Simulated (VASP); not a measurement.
A run of VASP 6.6.1 is set up as follows.

The input INCAR:

```
  PREC = Accurate
  ENCUT = 600
  EDIFF = 1E-6
  ISMEAR = 0
  SIGMA = 0.1
  LREAL = False
  LASPH = True
  NELM = 100
  ALGO = Normal
  ISIF = 3
  LWAVE = False
  LCHARG = False
  GGA = PS
  IBRION = 2
  NSW = 100
  EDIFFG = -0.01
```

Contents of KPOINTS:

```
regular mesh
0
Gamma
  18 18 8
```

Contents of POSCAR:

```
WS
1.0
    3.2228149230      0.0000000000      0.0000000000
   -1.6114074615      2.7910395950      0.0000000000
    0.0000000000      0.0000000000      6.3091055689
W S
2 2
Direct
    0.0000000000      0.0000000000      0.0000000000
    0.0000000000      0.0000000000      0.5000000000
    0.3333333333      0.6666666667      0.2500000000
    0.6666666667      0.3333333333      0.7500000000
```

Potentials or basis: VASP PAW PBE potentials, release 64 (W_sv, S).

The run is started by

```bash
$ cat potpaw_PBE.64/W_sv/POTCAR potpaw_PBE.64/S/POTCAR > POTCAR
$ mpirun -np 1 vasp_std > vasp.out
```

(1) What does it give for the relaxed cell?

(2) What does it give for the band gap on the k mesh?

(3) Predict the relaxed volume.

Answers

(1) a = 3.118 Å, b = 3.118 Å, c = 6.706 Å, α = 90.00°, β = 90.00°, γ = 120.00°.

(2) zero (bands 20 and 21 overlap by 2.57 eV).

(3) 14.11 Å³/atom.

Caveat: the PAW data sets were made with another functional, which shifts forces and pressure a little; spin-orbit coupling is left out, which moves the levels of the heavy elements.
